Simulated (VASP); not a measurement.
Rh: single point with r2SCAN

The system is Rh.

```xyz
1
Lattice="2.5792 0.0000 0.0000 0.0000 2.5792 0.0000 0.0000 0.0000 2.5792" Properties=species:S:1:pos:R:3 pbc="T T T"
Rh    0.0000    0.0000    0.0000
```

This isn't the form of Rh at room conditions, which is fcc.

| Item | Value |
| --- | --- |
| Program | VASP 6.6.1 |
| Task | single point |
| Functional | r2SCAN |
| Potentials or basis | VASP PAW PBE potentials, release 64 (Rh_pv) |
| Cutoff | 550 eV |
| k mesh | 14 × 14 × 14 |
| Occupations | fermi-dirac, width 0.1 eV |
| Spin | no spin polarisation |
| Dipole correction | no |
| Further INCAR settings | ALGO = Normal; EDIFF = 1e-06; NBANDS = 14 |

The pressure is -12.2 GPa and the band gap on the k mesh is zero (an odd number of electrons rules out a gap without spin polarisation).

Levels at points of the mesh, in eV from the Fermi level:
```csv
k point,band 5,band 6,band 7,band 8,band 9,band 10
"(0.00, 0.00, 0.00)",-4.90,-4.90,0.68,0.68,0.68,17.16
"(0.50, 0.00, 0.00)",-4.15,-1.30,-1.30,0.38,0.87,6.08
"(0.50, 0.50, 0.00)",-3.51,-0.93,-0.93,2.19,5.87,5.87
"(0.50, 0.50, 0.50)",-4.21,-4.21,2.31,2.31,11.01,12.11
```

Run time: 34 s on 1 thread of Intel(R) Xeon(R) 6975P-C (Granite Rapids) (shared host), peak memory 0.14 GiB.

Caveat: the cell stands under tension; the PAW data sets were made with another functional, which shifts forces and pressure a little.
